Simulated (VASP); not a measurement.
Write the native input for VASP 6.6.1 that does the following.

```yaml
Task: relaxation of cell and atoms
Functional: PBEsol
Potentials_or_basis: VASP PAW PBE potentials, release 64 (Hf_pv, O)
Cutoff: 600 eV
k_mesh: 4 × 6 × 6
Occupations: gaussian, width 0.02 eV
Spin: no spin polarisation
Dipole_correction: no
Further_INCAR_settings: ALGO = Normal; EDIFF = 1e-06; IBRION = 2; EDIFFG = -0.005; NSW = 70; ISIF = 3
```

The structure of HfO2 lies in POSCAR:

```
HfO2
1.0
    5.2938027257      0.0000000000      0.0000000000
    0.0000000000      5.0692308058      0.0000000000
    0.0000000000      0.0000000000      5.1009634376
Hf O
4 8
Direct
    0.0326151135      0.2662881852      0.2399856307
    0.4673848865      0.2662881852      0.7399856307
    0.5326151135      0.7337118148      0.2399856307
    0.9673848865      0.7337118148      0.7399856307
    0.3653937602      0.0675958124      0.3831528237
    0.1346062398      0.0675958124      0.8831528237
    0.7291834570      0.4628121753      0.4898615455
    0.7708165430      0.4628121753      0.9898615455
    0.2708165430      0.5371878247      0.9898615455
    0.2291834570      0.5371878247      0.4898615455
    0.8653937602      0.9324041876      0.3831528237
    0.6346062398      0.9324041876      0.8831528237
```

These files were run (other wordings do the same):

INCAR

```
SYSTEM = HfO2
PREC     = Accurate       ! precision mode
ENCUT    = 600            ! plane-wave cutoff, eV
EDIFF    = 1E-6           ! SCF threshold, eV
ISMEAR   = 0              ! smearing method
SIGMA    = 0.02           ! smearing width, eV
LREAL    = .FALSE.        ! projectors in reciprocal space
LASPH    = .TRUE.         ! aspherical terms in the spheres
NELM     = 60             ! most SCF steps
ALGO     = Normal         ! electronic algorithm
ISIF     = 3              ! what is computed and relaxed
LWAVE    = .FALSE.        ! write WAVECAR
LCHARG   = .FALSE.        ! write CHGCAR
GGA      = PS             ! functional
IBRION   = 2              ! ionic algorithm
NSW      = 70             ! ionic steps
EDIFFG   = -0.005         ! ionic threshold
```

KPOINTS

```
regular mesh
0
G
  4 6 6
  0 0 0
```

Potentials or basis: VASP PAW PBE potentials, release 64 (Hf_pv, O).

Launch:

```bash
$ cat potpaw_PBE.64/Hf_pv/POTCAR potpaw_PBE.64/O/POTCAR > POTCAR
$ mpirun -np 1 vasp_std > vasp.out
```

It gave:

```json
{
 "Relaxed volume": "10.87 Å³/atom",
 "Relaxed cell": "a = 5.203 Å, b = 4.996 Å, c = 5.019 Å, α = 90.00°, β = 90.00°, γ = 90.00°",
 "Space group after relaxing (to 0.1 Å)": "Pca2_1 (No. 29)",
 "Energy gained by relaxing": "17.9 meV/atom",
 "Ionic steps": "24",
 "Pressure after relaxing": "0.0 GPa",
 "Band gap on the k mesh": "4.33 eV (least direct gap 4.57 eV)"
}
```

Caveat: the PAW data sets were made with another functional, which shifts forces and pressure a little; spin-orbit coupling is left out, which moves the levels of the heavy elements.

Run time: 68 min on 1 thread of Oxide Virtual Turin-like Processor, with other jobs on the host, peak memory 0.43 GiB.
